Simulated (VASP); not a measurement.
TiO2:

```
Ti O
1.0
     6.02796   -1.84502    0.00000
     6.02796    1.84502    0.00000
    -1.88896    0.00000    6.19977
Ti O
4 8
Cartesian
  10.3041 0.0000 1.7955
  1.8183 0.0000 1.7593
  -0.1372 0.0000 4.4043
  8.3486 0.0000 4.4405
  3.8092 0.0000 1.8190
  1.9440 0.0000 4.0453
  8.5747 0.0000 6.1706
  8.2229 0.0000 2.1544
  10.1623 0.0000 3.9060
  1.5923 0.0000 0.0292
  6.3578 0.0000 4.3808
  0.0046 0.0000 2.2938
```

Base run:

| Property | Result |
| --- | --- |
| Program | VASP 6.6.1 |
| Functional | PBEsol |
| Dispersion | D4 |
| Potentials or basis | VASP PAW PBE potentials, release 64 (Ti_sv, O) |
| Cutoff | 600 eV |
| k mesh | 8 × 8 × 4 |
| Occupations | fermi-dirac, width 0.05 eV |
| Spin | no spin polarisation |

Its results: band gap on the k mesh 2.91 eV (least direct gap 3.10 eV); pressure 4.8 GPa; largest force 0.354 eV/Å.

Problem. The run is repeated on the same cell with these changes: functional from PBEsol to b88 exchange, pbe correlation; dispersion from D4 to none. What comes out?

Solution. Band gap on the k mesh 2.94 eV (least direct gap 3.12 eV); pressure 12.5 GPa; largest force 0.360 eV/Å.

Several settings changed at once.

Caveats: the cell stands under pressure; the PAW data sets were made with another functional, which shifts forces and pressure a little.

A k mesh can miss the band edges.
